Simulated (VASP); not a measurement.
A run of VASP 6.6.1 is set up as follows.

The input INCAR:

```
  PREC = Accurate
  ENCUT = 600
  EDIFF = 1E-6
  ISMEAR = 0
  SIGMA = 0.1
  LREAL = False
  LASPH = True
  NELM = 60
  ALGO = Fast
  ISIF = 4
  LWAVE = False
  LCHARG = False
  GGA = PS
  IBRION = 2
  NSW = 50
  EDIFFG = -0.01
```

File KPOINTS:

```
regular mesh
0
Gamma
  18 18 10
```

The input POSCAR:

```
Ir
1.0
    2.7459785847      0.0000000000      0.0000000000
   -1.3729892923      2.3780872126      0.0000000000
    0.0000000000      0.0000000000      4.4515787889
Ir
2
Direct
    0.6666666667      0.3333333333      0.7500000000
    0.3333333333      0.6666666667      0.2500000000
```

Potentials or basis: VASP PAW PBE potentials, release 64 (Ir).

Command:

```sh
$ cat potpaw_PBE.64/Ir/POTCAR > POTCAR
$ mpirun -np 1 vasp_std > vasp.out
```

(1) Predict the band gap on the k mesh.

Results:

(1) zero (bands 9 and 10 overlap by 3.21 eV).

Caveat: spin-orbit coupling is left out, which moves the levels of the heavy elements.
